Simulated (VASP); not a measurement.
# Mg: electric field gradients with PBE

Crystal: Mg.

```
CELL_PARAMETERS angstrom
0.00000 2.19883 2.19883
2.19883 0.00000 2.19883
2.19883 2.19883 0.00000
ATOMIC_POSITIONS crystal
Mg 0.00000 0.00000 0.00000
```

This cell differs from its parent crystal: volume scaled by 0.9405.

```json
{
 "Program": "VASP 6.6.1",
 "Task": "electric field gradients",
 "Functional": "PBE",
 "Potentials or basis": "VASP PAW PBE potentials, release 64 (Mg)",
 "Cutoff": "520 eV",
 "k mesh": "16 × 16 × 16",
 "Occupations": "fermi-dirac, width 0.03 eV",
 "Spin": "no spin polarisation",
 "Dipole correction": "no",
 "Further INCAR settings": "ALGO = Normal; EDIFF = 1e-08; NBANDS = 7"
}
```

The pressure is 3.4 GPa. The band gap on the k mesh is zero (band 1 reaches 4.52 eV, above the bottom of band 2 at 1.75 eV).

Levels at points of the mesh, in eV from the Fermi level:
| k point | band 1 | band 2 | band 3 | band 4 | band 5 |
| --- | --- | --- | --- | --- | --- |
| (0.00, 0.00, 0.00) | -7.24 | 12.86 | 12.86 | 12.86 | 15.21 |
| (0.50, 0.00, 0.00) | -1.82 | -1.27 | 11.70 | 11.70 | 12.89 |
| (0.50, 0.50, 0.00) | -0.23 | 0.86 | 6.25 | 7.38 | 7.38 |

Wall time 5.4 s on 1 thread of Intel(R) Xeon(R) 6975P-C (Granite Rapids), with other jobs on the host, peak memory 0.15 GiB.

Caveat: without QUAD_EFG the Cq values of the log hold for a quadrupole moment of 1 mb, not for the nuclei.
